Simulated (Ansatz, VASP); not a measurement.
Al2B2N: VASP beside Ansatz

```
CELL_PARAMETERS angstrom
0.00000 3.74979 0.00000
1.87489 1.87489 -3.97971
-5.62468 1.87489 -3.97971
ATOMIC_POSITIONS crystal
Al 0.75000 0.62500 0.87500
Al 0.75000 0.12500 0.37500
Al 0.25000 0.87500 0.62500
Al 0.25000 0.37500 0.12500
B 0.40083 0.39876 0.79959
B 0.40083 0.89876 0.29959
B 0.59917 0.10124 0.70041
B 0.59917 0.60124 0.20041
N 0.00000 0.50000 0.50000
N 0.00000 0.00000 0.00000
```

Alike in both runs: task single point; functional PBE; k mesh 6 × 6 × 6; occupations gaussian, width 0.2 eV; no spin polarisation.

```csv
,VASP,Ansatz
version,VASP 6.6.1,Ansatz 0.2.0
potentials or method,"VASP PAW PBE potentials, release 64 (Al, B, N), cutoff 520 eV","scalar-relativistic, plane waves, PAW"
valence electrons in the cell,34,34
```

```csv
,VASP,Ansatz,Ansatz less VASP
gap on the k mesh at the Fermi level (eV),none,none,-
pressure (GPa),-0.1,0.0,+0.09
"traceless stress, the component that is largest in VASP (GPa)",0.33,0.37,+0.040
rms of the force components (eV/Å),0.008,0.014,+0.0054
```

Atom by atom the forces differ by 0.006 eV/Å (rms over components). A gap of «none» marks a metal or a gap that the smearing closes. With one functional, cell and mesh, what is left measures potentials, basis and numerics.
